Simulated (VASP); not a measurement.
# Mo (Fd-3m) in VASP: further runs, part 2 of 2

VASP 6.6.1.

## (5) Single point, PBE

This run uses another cell than the first one, of 23.03 Å³/atom, 1.152 times its volume.

INCAR

```
ALGO = Normal ; EDIFF = 1E-6
ENCUT = 520 ; GGA = PE
ISIF = 2 ; ISMEAR = -1
LASPH = True ; LCHARG = False
LREAL = False ; LWAVE = False
NBANDS = 21 ; NELM = 100
PREC = Accurate ; SIGMA = 0.1
```

KPOINTS

```
k-points
0
Gamma
  14 14 14
```

POSCAR

```
Mo
1.0
    0.0000000000      2.8451849519      2.8451849519
    2.8451849519      0.0000000000      2.8451849519
    2.8451849519      2.8451849519      0.0000000000
Mo
2
Direct
    0.0000000000      0.0000000000      0.0000000000
    0.2500000000      0.2500000000      0.2500000000
```

Potentials or basis: VASP PAW PBE potentials, release 64 (Mo_sv).

Started as:

```
cat potpaw_PBE.64/Mo_sv/POTCAR > POTCAR
mpirun -np 1 vasp_std > vasp.out
```

OUTCAR:

```text
EDIFF = 1E-6
   ENCUT = 520
   GGA = PE
   ISIF = 2
   ISMEAR = -1
   LASPH = True
   LREAL = False
   NELM = 100
   PREC = Accurate

 ion  position               nearest neighbor table
   1  0.000  0.000  0.000-   2 2.46   2 2.46   2 2.46   2 2.46
   2  0.250  0.250  0.250-   1 2.46   1 2.46   1 2.46   1 2.46

  LATTYP: Found a face centered cubic cell.
 ALAT       =     5.6903699038

  Lattice vectors:

 A1 = (   0.0000000000,   2.8451849519,   2.8451849519)
 A2 = (   2.8451849519,   0.0000000000,   2.8451849519)
 A3 = (   2.8451849519,   2.8451849519,   0.0000000000)

Analysis of symmetry for initial positions (statically):
=====================================================================
 Subroutine PRICEL returns:
 Original cell was already a primitive cell.

 Routine SETGRP: Setting up the symmetry group for a
 face centered cubic supercell.

 Subroutine GETGRP returns: Found 48 space group operations
 (whereof 24 operations were pure point group operations)
 out of a pool of 48 trial point group operations.

The static configuration has the point symmetry T_d .
 The point group associated with its full space group is O_h .

Analysis of symmetry for dynamics (positions and initial velocities):
=====================================================================
 Subroutine PRICEL returns:
 Original cell was already a primitive cell.

 Routine SETGRP: Setting up the symmetry group for a
 face centered cubic supercell.

 Subroutine GETGRP returns: Found 48 space group operations
 (whereof 24 operations were pure point group operations)
 out of a pool of 48 trial point group operations.

The dynamic configuration has the point symmetry T_d .
 The point group associated with its full space group is O_h .

 Subroutine INISYM returns: Found 48 space group operations
[... 104 lines left out ...]
   ISYM   =      2    0-nonsym 1-usesym 2-fastsym
   POTIM  = 0.5000    time-step for ionic-motion
   TEBEG  =    0.0;   TEEND  =   0.0 temperature during run
   PSTRESS=    0.0 pullay stress
   NELECT =      28.0000    total number of electrons
   NUPDOWN=      -1.0000    fix difference up-down
   EMIN   =  10.00;   EMAX   =-10.00  energy-range for DOS
   EFERMI =   0.00;   METHOD = LEGACY
   ISMEAR =    -1;   SIGMA  =   0.10  broadening in eV -4-tet -1-fermi 0-gaus
   EFERMI_NEDOS =   21; number of points for ismear=-14 and -15
   IALGO  =     38    algorithm
   IMIX   =      4    mixing-type and parameters
     AMIX     =   0.40;   BMIX     =  1.00
     AMIX_MAG =   1.60;   BMIX_MAG =  1.00
  volume/ion in A,a.u.               =      23.03       155.43
  Fermi-wavevector in a.u.,A,eV,Ry     =   1.386778  2.620631 26.166096  1.923154
  Thomas-Fermi vector in A             =   2.511062
   LORBIT       =      0    0 simple, 1 ext, 2 COOP (PROOUT), +10 PAW based schemes
   GGA     = PE    functional components
[... 5 lines left out ...]
 non-spin polarized calculation
  energy-cutoff  :      520.00
  volume of cell :       46.06
 maximum number of plane-waves:      1267
 NGX is ok and might be reduce to    30
   NGX = 15   NGY = 15   NGZ = 15

 number of electron      27.9999993 magnetization

 Free energy of the ion-electron system (eV)
  ---------------------------------------------------
  ext. energy  EPLUGINS =         0.00000000
  ---------------------------------------------------
  free energy    TOTEN  =       -17.46041722 eV

  energy without entropy =      -17.36999285  energy(sigma->0) =      -17.41520503

 E-fermi :   6.8551     XC(G=0): -10.8462

 val. band max:        6.8488573300   @ k =  -0.2143   0.2857   0.0714
 cond. band min:       6.8587389982   @ k =   0.4286   0.2857   0.1429
 fundamental gap:      0.0098816682
 Fermi energy:         6.8551002688

 k-point     1 :       0.0000    0.0000    0.0000
  band No.  band energies     occupation
      1     -53.5845      2.00000
      2     -52.9079      2.00000
      3     -27.9825      2.00000
      4     -27.9825      2.00000
      5     -27.9825      2.00000
      6     -26.8815      2.00000
[... 565 lines left out ...]
     20      15.5366      0.00000
     21      16.7453      0.00000

 [... further k-points ...]

------------------------ aborting loop because EDIFF is reached ----------------------------------------

  FORCE on cell =-STRESS in cart. coord.  units (eV):
  Direction    XX          YY          ZZ          XY          YZ          ZX
  --------------------------------------------------------------------------------------
  -------------------------------------------------------------------------------------
  Total        0.1109643      0.1109643      0.1109643     -0.0000000     -0.0000000     -0.0000000
  in kB        3.8595124      3.8595124      3.8595124     -0.0000000     -0.0000000     -0.0000000
  external PRESSURE =       3.8595124 kB  Pullay stress =       0.0000000 kB

 VOLUME and BASIS-vectors are now :
 -----------------------------------------------------------------------------
  energy-cutoff  :      520.00
  volume of cell :       46.06
      direct lattice vectors                 reciprocal lattice vectors
     0.000000000  2.845184952  2.845184952    -0.175735500  0.175735500  0.175735500
     2.845184952  0.000000000  2.845184952     0.175735500 -0.175735500  0.175735500
     2.845184952  2.845184952  0.000000000     0.175735500  0.175735500 -0.175735500

 POSITION                                       TOTAL-FORCE (eV/Angst)
 -----------------------------------------------------------------------------------
      0.00000      0.00000      0.00000         0.000000      0.000000      0.000000
      1.42259      1.42259      1.42259        -0.000000     -0.000000     -0.000000
 -----------------------------------------------------------------------------------
    total drift:                                0.000000      0.000000      0.000000

  FREE ENERGIE OF THE ION-ELECTRON SYSTEM (eV)
  ---------------------------------------------------
  free  energy   TOTEN  =       -17.4604172159 eV

  energy  without entropy=      -17.3699928479  energy(sigma->0) =      -17.41520503
```

OSZICAR:

```text
N       E                     dE             d eps       ncg     rms          rms(c)
DAV:   1     0.274269796779E+03    0.27427E+03   -0.16627E+04  4392   0.132E+03
DAV:   2    -0.117407612883E+02   -0.28601E+03   -0.27823E+03  5034   0.410E+02
DAV:   3    -0.176764515946E+02   -0.59357E+01   -0.57886E+01  5230   0.581E+01
DAV:   4    -0.177245553295E+02   -0.48104E-01   -0.47987E-01  4758   0.533E+00
DAV:   5    -0.177250008405E+02   -0.44551E-03   -0.44547E-03  5162   0.511E-01    0.126E+01
DAV:   6    -0.174948828084E+02    0.23012E+00   -0.58035E-01  4802   0.622E+00    0.512E+00
DAV:   7    -0.174637763262E+02    0.31106E-01   -0.78698E-02  5076   0.254E+00    0.123E+00
DAV:   8    -0.174603232196E+02    0.34531E-02   -0.10269E-02  4533   0.701E-01    0.127E-01
DAV:   9    -0.174603871069E+02   -0.63887E-04   -0.13653E-04  5138   0.933E-02    0.466E-02
DAV:  10    -0.174604176404E+02   -0.30534E-04   -0.20787E-05  4731   0.418E-02    0.963E-03
DAV:  11    -0.174604172159E+02    0.42444E-06   -0.68905E-07  3100   0.557E-03
   1 F= -.17460417E+02 E0= -.17415205E+02  d E =-.904244E-01
```

Wall time 2.1 min (1 thread of AMD EPYC 7R43 (Zen 3), shared host); peak memory 0.18 GiB.

Results:

```
Free energy            : -17.4604 eV
Pressure               : 0.4 GPa
Band gap on the k mesh : zero (band 14 reaches 7.09 eV, above the bottom of band 15 at 6.54 eV)
```

Levels at points of the mesh, in eV from the Fermi level:
```tsv
k point	band 10	band 11	band 12	band 13	band 14	band 15	band 16	band 17	band 18	band 19
(0.00, 0.00, 0.00)	-2.18	-2.18	-1.32	-1.32	-1.32	1.32	1.32	1.32	4.36	4.36
(0.50, 0.00, 0.00)	-2.12	-1.93	-1.93	-1.57	-1.57	0.36	2.29	2.29	3.64	3.64
(0.50, 0.50, 0.00)	-2.97	-1.52	-1.52	-0.02	-0.02	0.59	0.59	3.95	3.95	4.95
```

## (6) Summary

| cell | gap on the mesh (eV) | pressure (GPa) |
| --- | --- | --- |
| a = 3.838 Å, angles 60.0°, 2 atoms | none | 20.9 |
| a = 3.917 Å, angles 60.0°, 2 atoms | none | 10.6 |
| a = 3.966 Å, angles 60.0°, 2 atoms | none | 5.5 |
| a = 4.024 Å, angles 60.0°, 2 atoms | none | 0.4 |

Alike in all rows: task single point; level PBE; potentials or basis VASP PAW PBE potentials, release 64 (Mo_sv); no spin polarisation; k mesh 14 × 14 × 14; cutoff (eV) 520; smearing fermi-dirac 0.1 eV.

Total energies depend on the potentials used, so only differences within one code and one set of settings carry meaning.
